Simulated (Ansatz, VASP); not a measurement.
## Two plane-wave programs on CuAs

```
CELL_PARAMETERS angstrom
3.95610 0.00000 0.00000
-1.97805 3.42608 0.00000
0.00000 0.00000 4.59890
ATOMIC_POSITIONS crystal
Cu 0.00000 0.00000 0.50000
Cu 0.00000 0.00000 0.00000
As 0.66667 0.33333 0.75000
As 0.33333 0.66667 0.25000
```

Alike in both runs: task single point; functional LDA; k mesh 12 × 12 × 8; occupations gaussian, width 0.15 eV; no spin polarisation.

|  | VASP | Ansatz |
| --- | --- | --- |
| version | VASP 6.6.1 | Ansatz 0.2.0 |
| potentials or method | VASP PAW LDA potentials, release 64 (Cu, As), cutoff 520 eV | scalar-relativistic, plane waves, PAW |
| valence electrons in the cell | 32 | 68 |

|  | VASP | Ansatz | Ansatz less VASP |
| --- | --- | --- | --- |
| gap on the k mesh at the Fermi level (eV) | none | none | - |
| pressure (GPa) | -2.8 | -3.3 | -0.48 |
| traceless stress, the component that is largest in VASP (GPa) | 9.68 | 9.67 | -0.007 |

LDA's correlation is that of Perdew and Zunger in VASP and of Perdew and Wang (1992) in Ansatz. A gap of «none» marks a metal or a gap that the smearing closes. VASP's potentials hold 32 valence electrons a cell and Ansatz's 68, so a difference there can come from the potentials and not from the codes.
